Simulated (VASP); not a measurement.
Rh, 3 atoms in the cell. It takes space group P3_221 (No. 154, trigonal). The conventional cell has a = 3.496 Å, b = 3.496 Å, c = 3.973 Å, α = 90.00°, β = 90.00°, γ = 120.00°. Rh (site symmetry 2) has 2 Rh at 1.87 Å within 2.5 Å. 

| Quantity | Value |
| --- | --- |
| Program | VASP 6.6.1 |
| Task | relaxation of cell and atoms |
| Functional | PBE |
| Potentials or basis | VASP PAW PBE potentials, release 64 (Rh_pv) |
| Cutoff | 600 eV |
| k mesh | 6 × 6 × 4 |
| Occupations | gaussian, width 0.1 eV |
| Spin | no spin polarisation |
| Dipole correction | no |
| Further INCAR settings | ALGO = Normal; EDIFF = 1e-06; IBRION = 2; EDIFFG = -0.04; NSW = 90; ISIF = 3 |

Potentials or basis: VASP PAW PBE potentials, release 64 (Rh_pv).

The run is started by

```bash
$ cat potpaw_PBE.64/Rh_pv/POTCAR > POTCAR
$ mpirun -np 1 vasp_std > vasp.out
```

Hardware: 1 thread of AMD EPYC 7R13, on a shared host.

Estimate the wall time of this run.

Wall time 6.3 min on 1 thread of AMD EPYC 7R13, with other jobs on the host, peak memory 0.15 GiB. Counts: scf iterations 120, k points 24, ion steps 13.
